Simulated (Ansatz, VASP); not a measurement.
## Two plane-wave programs on Ir

File INCAR:

```
SYSTEM = Ir
PREC     = Accurate       ! precision mode
ENCUT    = 520            ! plane-wave cutoff, eV
EDIFF    = 1E-6           ! SCF threshold, eV
ISMEAR   = -1             ! smearing method
SIGMA    = 0.1            ! smearing width, eV
LREAL    = .False.        ! projectors in reciprocal space
LASPH    = .True.         ! aspherical terms in the spheres
NELM     = 100            ! most SCF steps
ALGO     = Normal         ! electronic algorithm
ISIF     = 2              ! what is computed and relaxed
LWAVE    = .False.        ! write WAVECAR
LCHARG   = .False.        ! write CHGCAR
GGA      = RP             ! functional
NBANDS   = 10             ! bands
```

File KPOINTS:

```
regular mesh
0
Gamma
  14 14 14
  0 0 0
```

POSCAR

```
Ir
1.0
    2.6846440443      0.0000000000      0.0000000000
    0.0000000000      2.6846440443      0.0000000000
    0.0000000000      0.0000000000      2.6846440443
Ir
1
Direct
    0.0000000000      0.0000000000      0.0000000000
```

Input for Ansatz:

```yaml
crystal:
  lattice:
    - [2.6846440443, 0.0, 0.0]
    - [0.0, 2.6846440443, 0.0]
    - [0.0, 0.0, 2.6846440443]
  atoms:
    - { symbol: Ir, position: [0.0, 0.0, 0.0] }
hamiltonian:
  xc: rpbe
  pseudopotentials:
    kind: paw
    azcp:
      Ir: "pseudopotentials/Ir.paw.azcp"
basis:
  ecutwfc: 420
  fft_grid_basis: typed
kpoints:
  mp_grid: { grid: [14, 14, 14], shift: [0, 0, 0] }
magnetization:
  spin_polarized: false
scf:
  occupations: { method: fermi_dirac, width: 0.1 }
  lower_state_search: "off"
output:
  stress: true
  write_density: true
  write_potential: true
  elf: true
  volumetric_format: npy
```

Alike in both runs: task single point; functional RPBE; k mesh 14 × 14 × 14; occupations fermi-dirac, width 0.1 eV; no spin polarisation.

|  | VASP | Ansatz |
| --- | --- | --- |
| version | VASP 6.6.1 | Ansatz 0.2.0 |
| potentials or method | VASP PAW PBE potentials, release 64 (Ir), cutoff 520 eV | plane waves (420 eV) with PAW, scalar-relativistic |
| valence electrons in the cell | 9 | 17 |

VASP gave:

```
pressure (GPa) : -19.7
```

Q: What did Ansatz give for the same quantities?

A: Pressure (GPa): -19.8.

VASP's potentials were made for PBE, not for RPBE. The functional is the same, so the differences come from potentials, cutoffs and numerics. VASP's potentials hold 9 valence electrons a cell and Ansatz's 17, so a difference there can come from the potentials and not from the codes.

Spin-orbit coupling is off throughout.
